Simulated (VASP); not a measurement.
Here is a VASP 6.6.1 calculation.

File POSCAR:

```
Cu2As3
1.0
    4.1627651026      0.0000000000      0.0000000000
   -2.0813820383      3.6050598675      0.0000000000
    0.0000000000      0.0000000000      6.2484696181
Cu As
2 3
Direct
    0.3333333333      0.6666666667      0.7830310000
    0.6666666667      0.3333333333      0.2169690000
    0.0000000000      0.0000000000      0.0000000000
    0.3333333333      0.6666666667      0.3506620000
    0.6666666667      0.3333333333      0.6493380000
```

INCAR.step1

```
SYSTEM = Cu2As3
ALGO     = Normal         ! electronic algorithm
EDIFF    = 1E-4           ! SCF threshold, eV
ENCUT    = 520            ! plane-wave cutoff, eV
GGA      = PE             ! functional
ISMEAR   = 1              ! smearing method
LASPH    = .True.         ! aspherical terms in the spheres
LCHARG   = .False.        ! write CHGCAR
LREAL    = .False.        ! projectors in reciprocal space
LWAVE    = .True.         ! write WAVECAR
NBANDS   = 26             ! bands
NELM     = 60             ! most SCF steps
PREC     = Accurate       ! precision mode
SIGMA    = 0.1            ! smearing width, eV
```

Contents of INCAR.step2:

```
SYSTEM = Cu2As3
ALGO     = Normal         ! electronic algorithm
EDIFF    = 1E-6           ! SCF threshold, eV
ENCUT    = 520            ! plane-wave cutoff, eV
ISIF     = 2              ! what is computed and relaxed
ISMEAR   = 1              ! smearing method
ISTART   = 1            
LASPH    = .True.         ! aspherical terms in the spheres
LCHARG   = .True.         ! write CHGCAR
LELF     = .True.         ! ELF
LMIXTAU  = .True.       
LREAL    = .False.        ! projectors in reciprocal space
LVHAR    = .True.       
LWAVE    = .False.        ! write WAVECAR
METAGGA  = R2SCAN         ! meta-GGA
NBANDS   = 26             ! bands
NELM     = 60             ! most SCF steps
PREC     = Accurate       ! precision mode
SIGMA    = 0.1            ! smearing width, eV
```

KPOINTS

```
k-points
0
Gamma
  7 7 4
  0 0 0
```

Potentials or basis: VASP PAW PBE potentials, release 64 (Cu, As).

The run is started by

```bash
$ cat potpaw_PBE.64/Cu/POTCAR potpaw_PBE.64/As/POTCAR > POTCAR
$ cp INCAR.step1 INCAR
$ mpirun -np 1 vasp_std > vasp.out
$ cp INCAR.step2 INCAR
$ mpirun -np 1 vasp_std > vasp.out
```

(1) Predict the pressure.

(2) Estimate the largest force.

Results:

(1) -7.5 GPa.

(2) 0.154 eV/Å.

Caveat: the PAW data sets were made with another functional, which shifts forces and pressure a little.
